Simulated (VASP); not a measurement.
# Ir (P6_3/mmc) in VASP: notebook

The runs below take Ir through single point, with PBEsol.

Program: VASP 6.6.1. These are calculated values, not measurements. Logs are shortened: lines on timing, memory, paths and dates and some standing lists are left out, and cuts for length are marked.

## 1. The cell of the first run

It takes space group P6_3/mmc (No. 194, hexagonal). The conventional cell has a = 2.715 Å, b = 2.715 Å, c = 4.401 Å, α = 90.00°, β = 90.00°, γ = 120.00°. Ir (site symmetry -6m2) has 12 Ir at 2.70 to 2.71 Å within 3.6 Å.

## 2. Single point, PBEsol

Contents of INCAR:

```
SYSTEM = Ir
PREC = Accurate ; ENCUT = 500
EDIFF = 1E-6 ; ISMEAR = -1
SIGMA = 0.05 ; LREAL = .False.
LASPH = .True. ; NELM = 120
ALGO = Normal ; ISIF = 2
LWAVE = .False. ; LCHARG = .False.
GGA = PS ; NBANDS = 16
GGA_COMPAT = .False.
```

Contents of KPOINTS:

```
regular mesh
0
Gamma
  11 11 6
  0 0 0
```

Contents of POSCAR:

```
Ir
1.0
    2.7148686916      0.0000000000      0.0000000000
   -1.3574343458      2.3511452549      0.0000000000
    0.0000000000      0.0000000000      4.4010985782
Ir
2
Direct
    0.3333333333      0.6666666667      0.2500000000
    0.6666666667      0.3333333333      0.7500000000
```

Potentials or basis: VASP PAW PBE potentials, release 64 (Ir).

The run is started by

```bash
$ cat potpaw_PBE.64/Ir/POTCAR > POTCAR
$ mpirun -np 1 vasp_std > vasp.out
```

OUTCAR:

```text
SYSTEM = Ir
   PREC = Accurate
   ENCUT = 500
   EDIFF = 1E-6
   ISMEAR = -1
   LREAL = .False.
   LASPH = .True.
   NELM = 120
   ISIF = 2
   GGA = PS

 ion  position               nearest neighbor table
   1  0.333  0.667  0.250-   2 2.70   2 2.70   2 2.70   2 2.70   2 2.70   2 2.70
   2  0.667  0.333  0.750-   1 2.70   1 2.70   1 2.70   1 2.70   1 2.70   1 2.70

  LATTYP: Found a hexagonal cell.
 ALAT       =     2.7148686916
 C/A-ratio  =     1.6211091873

  Lattice vectors:

 A1 = (   2.7148686916,   0.0000000000,   0.0000000000)
 A2 = (  -1.3574343458,   2.3511452549,   0.0000000000)
 A3 = (   0.0000000000,   0.0000000000,   4.4010985782)

Analysis of symmetry for initial positions (statically):
=====================================================================
 Subroutine PRICEL returns:
 Original cell was already a primitive cell.

 Routine SETGRP: Setting up the symmetry group for a
 hexagonal supercell.

 Subroutine GETGRP returns: Found 24 space group operations
 (whereof 12 operations were pure point group operations)
 out of a pool of 24 trial point group operations.

The static configuration has the point symmetry D_3d.
 The point group associated with its full space group is D_6h.

Analysis of symmetry for dynamics (positions and initial velocities):
=====================================================================
 Subroutine PRICEL returns:
 Original cell was already a primitive cell.

 Routine SETGRP: Setting up the symmetry group for a
 hexagonal supercell.

 Subroutine GETGRP returns: Found 24 space group operations
 (whereof 12 operations were pure point group operations)
 out of a pool of 24 trial point group operations.

The dynamic configuration has the point symmetry D_3d.
 The point group associated with its full space group is D_6h.

 Subroutine INISYM returns: Found 24 space group operations
 (whereof 12 operations are pure point group operations),
 and found     1 'primitive' translations

----------------------------------------------------------------------------------------

                                     Primitive cell

  volume of cell :      28.0924

  direct lattice vectors                    reciprocal lattice vectors
     2.714868692  0.000000000  0.000000000     0.368341940  0.212662318  0.000000000
    -1.357434346  2.351145255  0.000000000     0.000000000  0.425324636  0.000000000
     0.000000000  0.000000000  4.401098578     0.000000000  0.000000000  0.227215997

  length of vectors
     2.714868692  2.714868692  4.401098578     0.425324636  0.425324636  0.227215997

  position of ions in fractional coordinates (direct lattice)
     0.333333333  0.666666667  0.250000000
     0.666666667  0.333333333  0.750000000

  ion indices of the primitive-cell ions
   primitive index   ion index
                 1           1
                 2           2

----------------------------------------------------------------------------------------

 KPOINTS: regular mesh

Automatic generation of k-mesh.
 Grid dimensions read from file:
 generate k-points for:   11   11    6

 Generating k-lattice:

  Cartesian coordinates                     Fractional coordinates (reciprocal lattice)
     0.033485631  0.019332938  0.000000000     0.090909091 -0.000000000  0.000000000
     0.000000000  0.038665876  0.000000000     0.000000000  0.090909091  0.000000000
     0.000000000  0.000000000  0.037869333     0.000000000  0.000000000  0.166666667

  Length of vectors
     0.038665876  0.038665876  0.037869333

  Shift w.r.t. Gamma in fractional coordinates (k-lattice)
     0.000000000  0.000000000  0.000000000

 Subroutine IBZKPT returns following result:
 ===========================================

 Found     64 irreducible k-points:

 Following reciprocal coordinates:
            Coordinates               Weight
  0.000000  0.000000  0.000000      1.000000
  0.090909  0.000000  0.000000      6.000000
  0.181818  0.000000  0.000000      6.000000
  0.272727  0.000000  0.000000      6.000000
  0.363636 -0.000000  0.000000      6.000000
  0.454545  0.000000  0.000000      6.000000
[... 16 lines left out ...]
  0.090909  0.090909  0.166667     12.000000
  0.181818  0.090909  0.166667     24.000000
 [... further k-points ...]
   k-points           NKPTS =     64   k-points in BZ     NKDIM =     64   number of bands    NBANDS=     16
   number of dos      NEDOS =    301   number of ions     NIONS =      2
   total plane-waves  NPLWV =  12800
   dimension x,y,z NGX =    20 NGY =   20 NGZ =   32
   dimension x,y,z NGXF=    40 NGYF=   40 NGZF=   64
   ions per type =               2
   NGX,Y,Z   is equivalent  to a cutoff of  12.25, 12.25, 12.09 a.u.
   NGXF,Y,Z  is equivalent  to a cutoff of  24.49, 24.49, 24.18 a.u.
 SYSTEM =  Ir
   PREC   = accura    normal or accurate (medium, high low for compatibility)
   ISTART =      0    job   : 0-new  1-cont  2-samecut
   ICHARG =      2    charge: 1-file 2-atom 10-const
   ISPIN  =      1    spin polarized calculation?
   LNONCOLLINEAR =      F non collinear calculations
   LSORBIT =      F    spin-orbit coupling
   LASPH  =      T    aspherical Exc in radial PAW
   ENCUT  =  500.0 eV  36.75 Ry    6.06 a.u.   4.95  4.95  8.02*2*pi/ulx,y,z
   NELM   =    120;   NELMIN=  2; NELMDL= -5     # of ELM steps
   EDIFF  = 0.1E-05   stopping-criterion for ELM
   LREAL  =      F    real-space projection
   EDIFFG = 0.1E-04   stopping-criterion for IOM
   NSW    =      0    number of steps for IOM
   IBRION =     -1    ionic relax: 0-MD 1-quasi-New 2-CG
   NFREE  =      0    steps in history (QN), initial steepest desc. (CG)
   ISIF   =      2    stress and relaxation
   ISYM   =      2    0-nonsym 1-usesym 2-fastsym
   POTIM  = 0.5000    time-step for ionic-motion
   TEBEG  =    0.0;   TEEND  =   0.0 temperature during run
   PSTRESS=    0.0 pullay stress
   NELECT =      18.0000    total number of electrons
   NUPDOWN=      -1.0000    fix difference up-down
   EMIN   =  10.00;   EMAX   =-10.00  energy-range for DOS
   EFERMI =   0.00;   METHOD = LEGACY
   ISMEAR =    -1;   SIGMA  =   0.05  broadening in eV -4-tet -1-fermi 0-gaus
   EFERMI_NEDOS =   21; number of points for ismear=-14 and -15
   IALGO  =     38    algorithm
   IMIX   =      4    mixing-type and parameters
     AMIX     =   0.40;   BMIX     =  1.00
[... 39 lines left out ...]
      3       6.4793      2.00000
      4       6.5808      2.00000
      5       6.5808      2.00000
      6       7.2549      2.00000
[... 8 lines left out ...]
     15      26.9028      0.00000
     16      27.9985      0.00000

 k-point     2 :       0.0909    0.0000    0.0000
  band No.  band energies     occupation
      1      -0.5732      2.00000
      2       2.4656      2.00000
      3       6.0303      2.00000
      4       6.8564      2.00000
      5       6.9418      2.00000
      6       7.1086      2.00000
[... 8 lines left out ...]
     15      27.3214      0.00000
     16      28.4887      0.00000

 k-point     3 :       0.1818    0.0000    0.0000
  band No.  band energies     occupation
      1       0.3253      2.00000
      2       3.1401      2.00000
      3       5.5114      2.00000
      4       6.1993      2.00000
      5       6.6291      2.00000
      6       7.4032      2.00000
[... 8 lines left out ...]
     15      27.6371      0.00000
     16      28.3875      0.00000

 k-point     4 :       0.2727    0.0000    0.0000
  band No.  band energies     occupation
      1       1.5265      2.00000
      2       3.4403      2.00000
      3       4.9018      2.00000
      4       5.5482      2.00000
      5       6.4647      2.00000
      6       6.9083      2.00000
[... 8 lines left out ...]
     15      25.9515      0.00000
     16      26.0875      0.00000

 k-point     5 :       0.3636   -0.0000    0.0000
  band No.  band energies     occupation
      1       2.4747      2.00000
      2       3.1356      2.00000
      3       3.9858      2.00000
      4       6.0722      2.00000
      5       6.5178      2.00000
      6       7.0086      2.00000
[... 8 lines left out ...]
     15      23.6876      0.00000
     16      24.8528      0.00000

 k-point     6 :       0.4545    0.0000    0.0000
  band No.  band energies     occupation
      1       2.7740      2.00000
      2       2.9178      2.00000
      3       3.5148      2.00000
      4       6.3064      2.00000
      5       6.7877      2.00000
      6       6.8766      2.00000
[... 8 lines left out ...]
     15      22.1869      0.00000
     16      22.4475      0.00000

 k-point     7 :       0.0909    0.0909    0.0000
  band No.  band energies     occupation
      1       0.0428      2.00000
      2       2.9731      2.00000
      3       5.5740      2.00000
      4       6.6768      2.00000
      5       6.7974      2.00000
      6       7.3002      2.00000
[... 8 lines left out ...]
     15      27.8820      0.00000
     16      28.0257      0.00000

 k-point     8 :       0.1818    0.0909    0.0000
  band No.  band energies     occupation
      1       1.1317      2.00000
      2       3.6228      2.00000
      3       5.1517      2.00000
      4       5.4028      2.00000
      5       6.4982      2.00000
      6       6.7783      2.00000
[... 8 lines left out ...]
     15      25.7224      0.00000
     16      27.0469      0.00000

 k-point     9 :       0.2727    0.0909    0.0000
  band No.  band energies     occupation
      1       2.3064      2.00000
      2       3.5544      2.00000
      3       4.3625      2.00000
      4       5.4667      2.00000
      5       6.4166      2.00000
      6       6.6852      2.00000
[... 8 lines left out ...]
     15      23.5480      0.00000
     16      25.6566      0.00000
[... 172 lines left out ...]
 k-point    19 :       0.1818    0.0000    0.1667
  band No.  band energies     occupation
      1       0.5967      2.00000
      2       3.2097      2.00000
      3       5.5770      2.00000
      4       5.7128      2.00000
      5       6.4159      2.00000
      6       7.1518      2.00000
[... 8 lines left out ...]
     15      27.1176      0.00000
     16      27.9942      0.00000

 k-point    20 :       0.2727    0.0000    0.1667
  band No.  band energies     occupation
      1       1.6839      2.00000
      2       3.5560      2.00000
      3       4.7508      2.00000
      4       5.5396      2.00000
      5       6.1925      2.00000
      6       7.0349      2.00000
[... 8 lines left out ...]
     15      26.2165      0.00000
     16      26.4560      0.00000

 k-point    21 :       0.3636   -0.0000    0.1667
  band No.  band energies     occupation
      1       2.3574      2.00000
      2       3.2310      2.00000
      3       4.2998      2.00000
      4       5.3190      2.00000
      5       6.7289      2.00000
      6       6.9809      2.00000
[... 8 lines left out ...]
     15      24.3574      0.00000
     16      24.7178      0.00000

 k-point    22 :       0.4545    0.0000    0.1667
  band No.  band energies     occupation
      1       2.4554      2.00000
      2       2.9196      2.00000
      3       4.1859      2.00000
      4       5.2686      2.00000
      5       6.5443      2.00000
      6       7.3935      2.00000
[... 8 lines left out ...]
     15      22.9552      0.00000
     16      23.5651      0.00000

 k-point    23 :       0.0909    0.0909    0.1667
  band No.  band energies     occupation
      1       0.3289      2.00000
      2       3.0284      2.00000
      3       5.6355      2.00000
      4       5.9886      2.00000
      5       6.5709      2.00000
      6       7.0595      2.00000
[... 8 lines left out ...]
     15      27.6883      0.00000
     16      27.9985      0.00000

 k-point    24 :       0.1818    0.0909    0.1667
  band No.  band energies     occupation
      1       1.3534      2.00000
      2       3.7381      2.00000
      3       5.0215      2.00000
      4       5.2610      2.00000
      5       6.2793      2.00000
      6       6.9159      2.00000
[... 8 lines left out ...]
     15      25.9339      0.00000
     16      27.1399      0.00000

 [... further k-points ...]

------------------------ aborting loop because EDIFF is reached ----------------------------------------

  FORCE on cell =-STRESS in cart. coord.  units (eV):
  Direction    XX          YY          ZZ          XY          YZ          ZX
  --------------------------------------------------------------------------------------
  -------------------------------------------------------------------------------------
  Total        0.5263685      0.5263685      0.5383994     -0.0000000      0.0000000      0.0000000
  in kB       30.0200268     30.0200268     30.7061773     -0.0000000      0.0000000      0.0000000
  external PRESSURE =      30.2487436 kB  Pullay stress =       0.0000000 kB

 VOLUME and BASIS-vectors are now :
 -----------------------------------------------------------------------------
  energy-cutoff  :      500.00
  volume of cell :       28.09
      direct lattice vectors                 reciprocal lattice vectors
     2.714868692  0.000000000  0.000000000     0.368341940  0.212662318  0.000000000
    -1.357434346  2.351145255  0.000000000     0.000000000  0.425324636  0.000000000
     0.000000000  0.000000000  4.401098578     0.000000000  0.000000000  0.227215997

 POSITION                                       TOTAL-FORCE (eV/Angst)
 -----------------------------------------------------------------------------------
     -0.00000      1.56743      1.10027        -0.000000      0.000000      0.000000
      1.35743      0.78372      3.30082         0.000000      0.000000      0.000000
 -----------------------------------------------------------------------------------
    total drift:                               -0.000000      0.000000     -0.000000

  FREE ENERGIE OF THE ION-ELECTRON SYSTEM (eV)
  ---------------------------------------------------
  free  energy   TOTEN  =       -19.4668377133 eV

  energy  without entropy=      -19.4428809674  energy(sigma->0) =      -19.45485934
```

Wall time 32 s (1 thread of Intel Xeon 8259CL, shared host); peak memory 0.15 GiB.

Results:

```
Free energy            : -19.4668 eV
Pressure               : 3.0 GPa
Band gap on the k mesh : zero (band 9 reaches 11.49 eV, above the bottom of band 10 at 8.17 eV)
```

Levels at points of the mesh, in eV from the Fermi level:
| k point | band 6 | band 7 | band 8 | band 9 | band 10 | band 11 | band 12 | band 13 |
| --- | --- | --- | --- | --- | --- | --- | --- | --- |
| (0.00, 0.00, 0.00) | -3.22 | -3.22 | -2.41 | -2.41 | -0.89 | 0.29 | 0.29 | 7.14 |
| (0.00, 0.00, 0.50) | -4.02 | -4.02 | -4.02 | -0.46 | -0.46 | -0.46 | -0.46 | 13.63 |

Caveat: the PAW data sets were made with another functional, which shifts forces and pressure a little; spin-orbit coupling is left out, which moves the levels of the heavy elements.

## 3. Single point, PBEsol

This run uses another cell than the first one, of 13.94 Å³/atom, 0.993 times its volume.

Contents of INCAR:

```
SYSTEM = Ir
ALGO = Normal
EDIFF = 1E-6
ENCUT = 500
GGA = PS
GGA_COMPAT = .FALSE.
ISIF = 2
ISMEAR = -1
LASPH = .TRUE.
LCHARG = .TRUE.
LELF = .TRUE.
LREAL = .FALSE.
LVHAR = .TRUE.
LWAVE = .FALSE.
NBANDS = 16
NELM = 120
PREC = Accurate
SIGMA = 0.05
```

Contents of KPOINTS:

```
k-points
0
G
  11 11 6
  0 0 0
```

Contents of POSCAR:

```
Ir
1.0
    2.7078737142      0.0000000000      0.0000000000
   -1.3539368571      2.3450874268      0.0000000000
    0.0000000000      0.0000000000      4.3907520572
Ir
2
Direct
    0.3333333333      0.6666666667      0.2500000000
    0.6666666667      0.3333333333      0.7500000000
```

Potentials or basis: VASP PAW PBE potentials, release 64 (Ir).

The run is started by

```bash
$ cat potpaw_PBE.64/Ir/POTCAR > POTCAR
$ mpirun -np 1 vasp_std > vasp.out
```

Wall time 33 s (1 thread of Intel Xeon 8259CL, shared host); peak memory 0.15 GiB.

Results (log left out):

```
Free energy            : -19.4608 eV
Pressure               : 6.1 GPa
Band gap on the k mesh : zero (band 9 reaches 11.63 eV, above the bottom of band 10 at 8.28 eV)
```

Levels at points of the mesh, in eV from the Fermi level:
```csv
k point,band 5,band 6,band 7,band 8,band 9,band 10,band 11,band 12,band 13,band 14
"(0.00, 0.00, 0.00)",-3.94,-3.26,-3.26,-2.44,-2.44,-0.91,0.29,0.29,7.21,14.22
"(0.00, 0.00, 0.50)",-4.07,-4.07,-4.07,-4.07,-0.47,-0.47,-0.47,-0.47,13.63,13.63
```

Caveat: the PAW data sets were made with another functional, which shifts forces and pressure a little; spin-orbit coupling is left out, which moves the levels of the heavy elements.

## 4. Single point, PBEsol

This run uses another cell than the first one, of 13.78 Å³/atom, 0.981 times its volume.

Contents of INCAR:

```
SYSTEM = Ir
PREC     = Accurate       ! precision mode
ENCUT    = 500            ! plane-wave cutoff, eV
EDIFF    = 1E-6           ! SCF threshold, eV
ISMEAR   = -1             ! smearing method
SIGMA    = 0.05           ! smearing width, eV
LREAL    = .False.        ! projectors in reciprocal space
LASPH    = .True.         ! aspherical terms in the spheres
NELM     = 120            ! most SCF steps
ALGO     = Normal         ! electronic algorithm
ISIF     = 2              ! what is computed and relaxed
LWAVE    = .False.        ! write WAVECAR
LCHARG   = .False.        ! write CHGCAR
GGA      = PS             ! functional
NBANDS   = 16             ! bands
GGA_COMPAT= .False.
```

Contents of KPOINTS:

```
regular mesh
0
Gamma
  11 11 6
  0 0 0
```

Contents of POSCAR:

```
Ir
1.0
    2.6968443915      0.0000000000      0.0000000000
   -1.3484221957      2.3355357531      0.0000000000
    0.0000000000      0.0000000000      4.3743564132
Ir
2
Direct
    0.3333333333      0.6666666667      0.2500000000
    0.6666666667      0.3333333333      0.7500000000
```

The run is started by

```bash
$ cat potpaw_PBE.64/Ir/POTCAR > POTCAR
$ mpirun -np 1 vasp_std > vasp.out
```

It took 33 s on 1 thread of Intel Xeon 8259CL, shared host; peak memory 0.15 GiB.

It converged, with:

```yaml
Free_energy: -19.4428 eV
Pressure: 11.2 GPa
Band_gap_on_the_k_mesh: zero (band 9 reaches 11.87 eV, above the bottom of band 10 at 8.45 eV)
```

Stress tensor (GPa, compression positive):
```
11.17  0.00  0.00
 0.00 11.17  0.00
 0.00  0.00 11.25
```

Levels at points of the mesh, in eV from the Fermi level:
| k point | band 6 | band 7 | band 8 | band 9 | band 10 | band 11 | band 12 | band 13 |
| --- | --- | --- | --- | --- | --- | --- | --- | --- |
| (0.00, 0.00, 0.00) | -3.32 | -3.32 | -2.48 | -2.48 | -0.95 | 0.30 | 0.30 | 7.32 |
| (0.00, 0.00, 0.50) | -4.14 | -4.14 | -4.14 | -0.47 | -0.47 | -0.47 | -0.47 | 13.64 |

Caveat: the PAW data sets were made with another functional, which shifts forces and pressure a little; spin-orbit coupling is left out, which moves the levels of the heavy elements.

## 5. The runs side by side

```tsv
cell	gap on the mesh (eV)	pressure (GPa)
a = 2.715, b = 2.715, c = 4.401 Å, angles 90.0, 90.0, 120.0°, 2 atoms	none	3.0
a = 2.708, b = 2.708, c = 4.391 Å, angles 90.0, 90.0, 120.0°, 2 atoms	none	6.1
a = 2.697, b = 2.697, c = 4.374 Å, angles 90.0, 90.0, 120.0°, 2 atoms	none	11.2
```

Alike in all rows: task single point; level PBEsol; potentials or basis VASP PAW PBE potentials, release 64 (Ir); no spin polarisation; k mesh 11 × 11 × 6; cutoff (eV) 500; smearing fermi-dirac 0.05 eV.

Caveats: the PAW data sets were made with another functional, which shifts forces and pressure a little; spin-orbit coupling is left out, which moves the levels of the heavy elements.

Total energies depend on the potentials used, so only differences within one code and one set of settings carry meaning.
